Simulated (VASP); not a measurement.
# GaCo (Pm-3m) in VASP: a series of runs

The runs below take GaCo through single point, with LDA.

All numbers are computed with VASP 6.6.1; they aren't measurements. Logs are shortened: lines on timing, memory, paths and dates and some standing lists are left out, and cuts for length are marked.

## (1) The cell of the first run

It takes space group Pm-3m (No. 221, cubic). The conventional cell has a = 2.506 Å, b = 2.506 Å, c = 2.506 Å, α = 90.00°, β = 90.00°, γ = 90.00°. Ga (site symmetry m-3m) has 8 Co at 2.17 Å and 6 Ga at 2.51 Å within 2.9 Å. Within 2.9 Å of Co (site symmetry m-3m) lie 8 Ga at 2.17 Å and 6 Co at 2.51 Å.

## (2) Single point, LDA (volume scaled by 0.66)

Input file INCAR:

```
  ALGO = Normal
  EDIFF = 1E-6
  ENCUT = 520
  ISIF = 2
  ISMEAR = -1
  LASPH = T
  LCHARG = F
  LREAL = F
  LWAVE = F
  NBANDS = 18
  NELM = 80
  PREC = Accurate
  SIGMA = 0.08
```

Input file KPOINTS:

```
k-points
0
Gamma
  11 11 11
```

Input file POSCAR:

```
GaCo
1.0
    2.5057559375      0.0000000000      0.0000000000
    0.0000000000      2.5057559375      0.0000000000
    0.0000000000      0.0000000000      2.5057559375
Ga Co
1 1
Direct
    0.5000000000      0.5000000000      0.5000000000
    0.0000000000      0.0000000000      0.0000000000
```

Potentials or basis: VASP PAW LDA potentials, release 64 (Ga_d, Co).

Command:

```console
$ cat potpaw_LDA.64/Ga_d/POTCAR potpaw_LDA.64/Co/POTCAR > POTCAR
$ mpirun -np 1 vasp_std > vasp.out
```

OUTCAR:

```text
EDIFF = 1E-6
   ENCUT = 520
   ISIF = 2
   ISMEAR = -1
   LASPH = T
   LREAL = F
   NELM = 80
   PREC = Accurate

 ion  position               nearest neighbor table
   1  0.500  0.500  0.500-   2 2.17   2 2.17   2 2.17   2 2.17   2 2.17   2 2.17   2 2.17   2 2.17

   2  0.000  0.000  0.000-   1 2.17   1 2.17   1 2.17   1 2.17   1 2.17   1 2.17   1 2.17   1 2.17

  LATTYP: Found a simple cubic cell.
 ALAT       =     2.5057559375

  Lattice vectors:

 A1 = (   2.5057559375,   0.0000000000,   0.0000000000)
 A2 = (   0.0000000000,   2.5057559375,   0.0000000000)
 A3 = (   0.0000000000,   0.0000000000,   2.5057559375)

Analysis of symmetry for initial positions (statically):
=====================================================================
 Subroutine PRICEL returns:
 Original cell was already a primitive cell.

 Routine SETGRP: Setting up the symmetry group for a
 simple cubic supercell.

 Subroutine GETGRP returns: Found 48 space group operations
 (whereof 48 operations were pure point group operations)
 out of a pool of 48 trial point group operations.

The static configuration has the point symmetry O_h .

Analysis of symmetry for dynamics (positions and initial velocities):
=====================================================================
 Subroutine PRICEL returns:
 Original cell was already a primitive cell.

 Routine SETGRP: Setting up the symmetry group for a
 simple cubic supercell.

 Subroutine GETGRP returns: Found 48 space group operations
 (whereof 48 operations were pure point group operations)
 out of a pool of 48 trial point group operations.

The dynamic configuration has the point symmetry O_h .

 Subroutine INISYM returns: Found 48 space group operations
 (whereof 48 operations are pure point group operations),
 and found     1 'primitive' translations

----------------------------------------------------------------------------------------

                                     Primitive cell

  volume of cell :      15.7332

  direct lattice vectors                    reciprocal lattice vectors
     2.505755938  0.000000000  0.000000000     0.399081166  0.000000000  0.000000000
     0.000000000  2.505755938  0.000000000     0.000000000  0.399081166  0.000000000
     0.000000000  0.000000000  2.505755938     0.000000000  0.000000000  0.399081166

  length of vectors
     2.505755938  2.505755938  2.505755938     0.399081166  0.399081166  0.399081166

  position of ions in fractional coordinates (direct lattice)
     0.500000000  0.500000000  0.500000000
     0.000000000  0.000000000  0.000000000

  ion indices of the primitive-cell ions
   primitive index   ion index
                 1           1
                 2           2

----------------------------------------------------------------------------------------

 KPOINTS: k-points

Automatic generation of k-mesh.
 Grid dimensions read from file:
 generate k-points for:   11   11   11

 Generating k-lattice:

  Cartesian coordinates                     Fractional coordinates (reciprocal lattice)
     0.036280106  0.000000000  0.000000000     0.090909091  0.000000000  0.000000000
     0.000000000  0.036280106  0.000000000     0.000000000  0.090909091  0.000000000
     0.000000000  0.000000000  0.036280106     0.000000000  0.000000000  0.090909091

  Length of vectors
     0.036280106  0.036280106  0.036280106

  Shift w.r.t. Gamma in fractional coordinates (k-lattice)
     0.000000000  0.000000000  0.000000000

 Subroutine IBZKPT returns following result:
 ===========================================

 Found     56 irreducible k-points:

 Following reciprocal coordinates:
            Coordinates               Weight
  0.000000  0.000000  0.000000      1.000000
  0.090909  0.000000  0.000000      6.000000
  0.181818  0.000000  0.000000      6.000000
  0.272727  0.000000  0.000000      6.000000
  0.363636  0.000000  0.000000      6.000000
  0.454545  0.000000  0.000000      6.000000
[... 16 lines left out ...]
  0.181818  0.090909  0.090909     24.000000
  0.272727  0.090909  0.090909     24.000000
 [... further k-points ...]
   k-points           NKPTS =     56   k-points in BZ     NKDIM =     56   number of bands    NBANDS=     18
   number of dos      NEDOS =    301   number of ions     NIONS =      2
   total plane-waves  NPLWV =   8000
   dimension x,y,z NGX =    20 NGY =   20 NGZ =   20
   dimension x,y,z NGXF=    40 NGYF=   40 NGZF=   40
   ions per type =               1   1
   NGX,Y,Z   is equivalent  to a cutoff of  13.27, 13.27, 13.27 a.u.
   NGXF,Y,Z  is equivalent  to a cutoff of  26.54, 26.54, 26.54 a.u.
 SYSTEM =  unknown system
   PREC   = accura    normal or accurate (medium, high low for compatibility)
   ISTART =      0    job   : 0-new  1-cont  2-samecut
   ICHARG =      2    charge: 1-file 2-atom 10-const
   ISPIN  =      1    spin polarized calculation?
   LNONCOLLINEAR =      F non collinear calculations
   LSORBIT =      F    spin-orbit coupling
   LASPH  =      T    aspherical Exc in radial PAW
   ENCUT  =  520.0 eV  38.22 Ry    6.18 a.u.   4.66  4.66  4.66*2*pi/ulx,y,z
   NELM   =     80;   NELMIN=  2; NELMDL= -5     # of ELM steps
   EDIFF  = 0.1E-05   stopping-criterion for ELM
   LREAL  =      F    real-space projection
   EDIFFG = 0.1E-04   stopping-criterion for IOM
   NSW    =      0    number of steps for IOM
   IBRION =     -1    ionic relax: 0-MD 1-quasi-New 2-CG
   NFREE  =      0    steps in history (QN), initial steepest desc. (CG)
   ISIF   =      2    stress and relaxation
   ISYM   =      2    0-nonsym 1-usesym 2-fastsym
   POTIM  = 0.5000    time-step for ionic-motion
   TEBEG  =    0.0;   TEEND  =   0.0 temperature during run
   PSTRESS=    0.0 pullay stress
   NELECT =      22.0000    total number of electrons
   NUPDOWN=      -1.0000    fix difference up-down
   EMIN   =  10.00;   EMAX   =-10.00  energy-range for DOS
   EFERMI =   0.00;   METHOD = LEGACY
   ISMEAR =    -1;   SIGMA  =   0.08  broadening in eV -4-tet -1-fermi 0-gaus
   EFERMI_NEDOS =   21; number of points for ismear=-14 and -15
   IALGO  =     38    algorithm
   IMIX   =      4    mixing-type and parameters
     AMIX     =   0.40;   BMIX     =  1.00
     AMIX_MAG =   1.60;   BMIX_MAG =  1.00
  volume/ion in A,a.u.               =       7.87        53.09
  Fermi-wavevector in a.u.,A,eV,Ry     =   1.830671  3.459466 45.597968  3.351356
  Thomas-Fermi vector in A             =   2.885088
   LORBIT       =      0    0 simple, 1 ext, 2 COOP (PROOUT), +10 PAW based schemes
   GGA     = CA    functional components
   LHFCALC =     F    Hartree Fock is set to
   AEXX    =    0.0000 exact exchange contribution
   IVDW    =     0    specifies the selected vdW correction
   LEPSILON=     F    determine dielectric tensor
   LRPA    =     F    only Hartree local field effects (RPA)
 non-spin polarized calculation
  energy-cutoff  :      520.00
  volume of cell :       15.73
 maximum number of plane-waves:       441
 NGX is ok and might be reduce to    20
   NGX =  9   NGY =  9   NGZ =  9

 number of electron      22.0000000 magnetization

 Free energy of the ion-electron system (eV)
  ---------------------------------------------------
  ext. energy  EPLUGINS =         0.00000000
  ---------------------------------------------------
  free energy    TOTEN  =       -10.04142207 eV

  energy without entropy =      -10.02521818  energy(sigma->0) =      -10.03332012

 E-fermi :  16.6421     XC(G=0): -16.1773

 val. band max:       16.5913462570   @ k =   0.4545   0.3636   0.2727
 cond. band min:      16.6530940019   @ k =   0.4545   0.3636   0.0909
 fundamental gap:      0.0617477449
 Fermi energy:        16.6420850004

 k-point     1 :       0.0000    0.0000    0.0000
  band No.  band energies     occupation
      1      -0.2923      2.00000
      2      -0.2923      2.00000
      3       0.4771      2.00000
      4       0.7617      2.00000
      5       0.7617      2.00000
      6       0.7617      2.00000
[... 10 lines left out ...]
     17      37.7695      0.00000
     18      42.8871      0.00000

 k-point     2 :       0.0909    0.0000    0.0000
  band No.  band energies     occupation
      1      -0.2726      2.00000
      2      -0.2363      2.00000
      3       0.6955      2.00000
      4       0.7430      2.00000
      5       0.7430      2.00000
      6       0.7688      2.00000
[... 10 lines left out ...]
     17      38.4607      0.00000
     18      41.8298      0.00000

 k-point     3 :       0.1818    0.0000    0.0000
  band No.  band energies     occupation
      1      -0.2191      2.00000
      2      -0.1003      2.00000
      3       0.6931      2.00000
      4       0.6931      2.00000
      5       0.7880      2.00000
      6       1.3613      2.00000
[... 10 lines left out ...]
     17      39.9611      0.00000
     18      40.8612      0.00000

 k-point     4 :       0.2727    0.0000    0.0000
  band No.  band energies     occupation
      1      -0.1483      2.00000
      2       0.0645      2.00000
      3       0.6285      2.00000
      4       0.6285      2.00000
      5       0.8132      2.00000
      6       2.4641      2.00000
[... 10 lines left out ...]
     17      38.3432      0.00000
     18      39.4925      0.00000

 k-point     5 :       0.3636    0.0000    0.0000
  band No.  band energies     occupation
      1      -0.0823      2.00000
      2       0.2107      2.00000
      3       0.5697      2.00000
      4       0.5697      2.00000
      5       0.8364      2.00000
      6       3.9597      2.00000
[... 10 lines left out ...]
     17      36.8001      0.00000
     18      36.8007      0.00000

 k-point     6 :       0.4545    0.0000    0.0000
  band No.  band energies     occupation
      1      -0.0428      2.00000
      2       0.2965      2.00000
      3       0.5351      2.00000
      4       0.5351      2.00000
      5       0.8503      2.00000
      6       5.7742      2.00000
[... 10 lines left out ...]
     17      34.1863      0.00000
     18      35.6277      0.00000

 k-point     7 :       0.0909    0.0909    0.0000
  band No.  band energies     occupation
      1      -0.2374      2.00000
      2      -0.1936      2.00000
      3       0.6826      2.00000
      4       0.7336      2.00000
      5       0.7638      2.00000
      6       0.9489      2.00000
[... 10 lines left out ...]
     17      39.0504      0.00000
     18      40.6802      0.00000

 k-point     8 :       0.1818    0.0909    0.0000
  band No.  band energies     occupation
      1      -0.1811      2.00000
      2      -0.0564      2.00000
      3       0.6309      2.00000
      4       0.6866      2.00000
      5       0.7721      2.00000
      6       1.5988      2.00000
[... 10 lines left out ...]
     17      38.4962      0.00000
     18      41.1973      0.00000
[... 229 lines left out ...]
     17      35.9995      0.00000
     18      38.6823      0.00000

 k-point    20 :       0.4545    0.3636    0.0000
  band No.  band energies     occupation
      1      -0.1093      2.00000
      2       0.0434      2.00000
      3       0.4238      2.00000
      4       0.4737      2.00000
      5       1.0162      2.00000
      6       7.6402      2.00000
[... 10 lines left out ...]
     17      35.3539      0.00000
     18      37.9822      0.00000

 k-point    21 :       0.4545    0.4545    0.0000
  band No.  band energies     occupation
      1      -0.2067      2.00000
      2       0.0404      2.00000
      3       0.4018      2.00000
      4       0.4094      2.00000
      5       1.1567      2.00000
      6       8.1585      2.00000
[... 10 lines left out ...]
     17      34.9382      0.00000
     18      39.5950      0.00000

 k-point    22 :       0.0909    0.0909    0.0909
  band No.  band energies     occupation
      1      -0.1762      2.00000
      2      -0.1762      2.00000
      3       0.6955      2.00000
      4       0.7137      2.00000
      5       0.7137      2.00000
      6       1.1764      2.00000
[... 10 lines left out ...]
     17      39.5702      0.00000
     18      40.4916      0.00000

 k-point    23 :       0.1818    0.0909    0.0909
  band No.  band energies     occupation
      1      -0.1291      2.00000
      2      -0.0274      2.00000
      3       0.6204      2.00000
      4       0.6605      2.00000
      5       0.7342      2.00000
      6       1.8207      2.00000
[... 10 lines left out ...]
     17      38.1839      0.00000
     18      39.3416      0.00000

 k-point    24 :       0.2727    0.0909    0.0909
  band No.  band energies     occupation
      1      -0.0664      2.00000
      2       0.1474      2.00000
      3       0.5360      2.00000
      4       0.5912      2.00000
      5       0.7546      2.00000
      6       2.8895      2.00000
[... 10 lines left out ...]
     17      36.2663      0.00000
     18      37.0380      0.00000

 [... further k-points ...]
[... 5 lines left out ...]
  --------------------------------------------------------------------------------------
  -------------------------------------------------------------------------------------
  Total       16.7605116     16.7605116     16.7605116     -0.0000000     -0.0000000     -0.0000000
  in kB     1706.7957326   1706.7957326   1706.7957326     -0.0000000     -0.0000000     -0.0000000
  external PRESSURE =    1706.7957326 kB  Pullay stress =       0.0000000 kB

 VOLUME and BASIS-vectors are now :
 -----------------------------------------------------------------------------
  energy-cutoff  :      520.00
  volume of cell :       15.73
      direct lattice vectors                 reciprocal lattice vectors
     2.505755938  0.000000000  0.000000000     0.399081166  0.000000000  0.000000000
     0.000000000  2.505755938  0.000000000     0.000000000  0.399081166  0.000000000
     0.000000000  0.000000000  2.505755938     0.000000000  0.000000000  0.399081166

 POSITION                                       TOTAL-FORCE (eV/Angst)
 -----------------------------------------------------------------------------------
      1.25288      1.25288      1.25288         0.000000      0.000000      0.000000
      0.00000      0.00000      0.00000         0.000000      0.000000      0.000000
 -----------------------------------------------------------------------------------
    total drift:                               -0.000000      0.000000     -0.000000

  FREE ENERGIE OF THE ION-ELECTRON SYSTEM (eV)
  ---------------------------------------------------
  free  energy   TOTEN  =       -10.0414220695 eV

  energy  without entropy=      -10.0252181784  energy(sigma->0) =      -10.03332012
```

Run time: 5.6 s. Hardware: 1 thread of Intel Xeon 6975P-C (Granite Rapids), shared host; peak memory 0.13 GiB.

Results:

```yaml
Free_energy: -10.0414 eV
Pressure: 170.7 GPa
Band_gap_on_the_k_mesh: zero (band 11 reaches 19.96 eV, above the bottom of band 12 at 16.22 eV)
```

 Spin polarisation is off, so any magnetic state and its effect on volume and gap are missing.

## (3) Single point, LDA (volume scaled by 0.74)

Input file INCAR:

```
SYSTEM = GaCo
ALGO     = Normal         ! electronic algorithm
EDIFF    = 1E-7           ! SCF threshold, eV
ENCUT    = 520            ! plane-wave cutoff, eV
ISIF     = 2              ! what is computed and relaxed
ISMEAR   = -1             ! smearing method
LASPH    = .True.         ! aspherical terms in the spheres
LCHARG   = .False.        ! write CHGCAR
LREAL    = .False.        ! projectors in reciprocal space
LWAVE    = .False.        ! write WAVECAR
NBANDS   = 18             ! bands
NELM     = 80             ! most SCF steps
PREC     = Accurate       ! precision mode
SIGMA    = 0.08           ! smearing width, eV
```

Input file KPOINTS:

```
k-points
0
Gamma
  11 11 11
  0 0 0
```

Input file POSCAR:

```
GaCo
1.0
    2.6031630003      0.0000000000      0.0000000000
    0.0000000000      2.6031630003      0.0000000000
    0.0000000000      0.0000000000      2.6031630003
Ga Co
1 1
Direct
    0.5000000000      0.5000000000      0.5000000000
    0.0000000000      0.0000000000      0.0000000000
```

Potentials or basis: VASP PAW LDA potentials, release 64 (Ga_d, Co).

Command:

```console
$ cat potpaw_LDA.64/Ga_d/POTCAR potpaw_LDA.64/Co/POTCAR > POTCAR
$ mpirun -np 1 vasp_std > vasp.out
```

Run time: 5.6 s. Hardware: 1 thread of Intel Xeon 6975P-C (Granite Rapids), shared host; peak memory 0.13 GiB.

Results (log left out):

```yaml
Free_energy: -11.5338 eV
Pressure: 87.5 GPa
Band_gap_on_the_k_mesh: zero (band 11 reaches 17.05 eV, above the bottom of band 12 at 14.01 eV)
```

Levels at points of the mesh, in eV from the Fermi level:
```tsv
k point	band 8	band 9	band 10	band 11	band 12	band 13	band 14	band 15
(0.00, 0.00, 0.00)	-3.92	-1.10	-1.10	-1.10	6.32	6.32	6.32	13.44
```

(Continued in part 2 of 3.)
